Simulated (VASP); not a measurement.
# TiC: single point with PBE

Slab: TiC, a slab with vacuum.

```
CELL_PARAMETERS angstrom
3.05371 0.00000 0.00000
1.52686 2.64459 0.00000
0.00000 0.00000 15.74002
ATOMIC_POSITIONS crystal
Ti 0.00000 0.00000 0.38119
Ti 0.33333 0.33333 0.53960
C 0.66667 0.66667 0.46040
C 0.00000 0.00000 0.61881
```

| Item | Value |
| --- | --- |
| Program | VASP 6.6.1 |
| Task | single point |
| Functional | PBE |
| Potentials or basis | VASP PAW PBE potentials, release 64 (Ti_sv, C) |
| Cutoff | 520 eV |
| k mesh | 7 × 7 × 1 |
| Occupations | fermi-dirac, width 0.3 eV |
| Spin | no spin polarisation |
| Dipole correction | yes |
| Electric field (eV/Å) | 0.2 |
| Further INCAR settings | ALGO = Normal; EDIFF = 1e-06; NBANDS = 24; NELMDL = -8; EFIELD = -0.2 |

| Quantity | Value |
| --- | --- |
| Largest force | 1.675 eV/Å |
| Band gap on the k mesh | zero (band 16 reaches -0.43 eV, above the bottom of band 17 at -0.55 eV) |

Forces on the atoms (eV/Å):
```
Ti   0.000  0.000  1.432
Ti   0.000  0.000  1.403
C    0.000  0.000 -1.675
C    0.000  0.000 -1.161
```

Levels at points of the mesh, in eV from the Fermi level:
| k point | band 14 | band 15 | band 16 | band 17 | band 18 | band 19 |
| --- | --- | --- | --- | --- | --- | --- |
| (0.00, 0.00, 0.00) | -1.42 | -0.28 | 0.19 | 0.19 | 1.35 | 1.35 |

Run time: 2.1 min on 1 thread of Intel Xeon 8259CL (shared host), peak memory 0.24 GiB.
